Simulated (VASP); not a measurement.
Crystal: Si3N4.

```
Si N
1.0
     7.61700    0.00000    0.00000
    -3.80850    6.59652    0.00000
     0.00000    0.00000    2.91340
Si N
6 8
Direct
  0.17405 0.76794 0.25000
  0.40611 0.17405 0.75000
  0.23206 0.40611 0.25000
  0.82595 0.23206 0.75000
  0.59389 0.82595 0.25000
  0.76794 0.59389 0.75000
  0.33333 0.66667 0.25000
  0.66667 0.33333 0.75000
  0.32979 0.03000 0.25000
  0.29979 0.32979 0.75000
  0.97000 0.29979 0.25000
  0.67021 0.97000 0.75000
  0.70021 0.67021 0.25000
  0.03000 0.70021 0.75000
```

Base run:

| Quantity | Value |
| --- | --- |
| Program | VASP 6.6.1 |
| Functional | PBE |
| Potentials or basis | VASP PAW PBE potentials, release 64 (Si, N) |
| Cutoff | 520 eV |
| k mesh | 4 × 4 × 9 |
| Occupations | fermi-dirac, width 0.02 eV |
| Spin | no spin polarisation |

Its results: band gap on the k mesh 4.31 eV (least direct gap 4.49 eV); pressure 3.7 GPa; largest force 0.004 eV/Å.

Q: The run is repeated on the same cell with these changes: functional from PBE to r2SCAN; further incar settings from ALGO = Normal; EDIFF = 1e-07; NBANDS = 45 to ALGO = Normal; EDIFF = 1e-08; NBANDS = 45. What comes out?

A: Band gap on the k mesh 4.97 eV (least direct gap 5.16 eV); pressure -1.8 GPa; largest force 0.052 eV/Å.

Caveats: an odd mesh through Γ misses points on the zone boundary, where band edges can lie; the cell stands under pressure (at least some runs); the PAW data sets were made with another functional, which shifts forces and pressure a little (at least some runs).
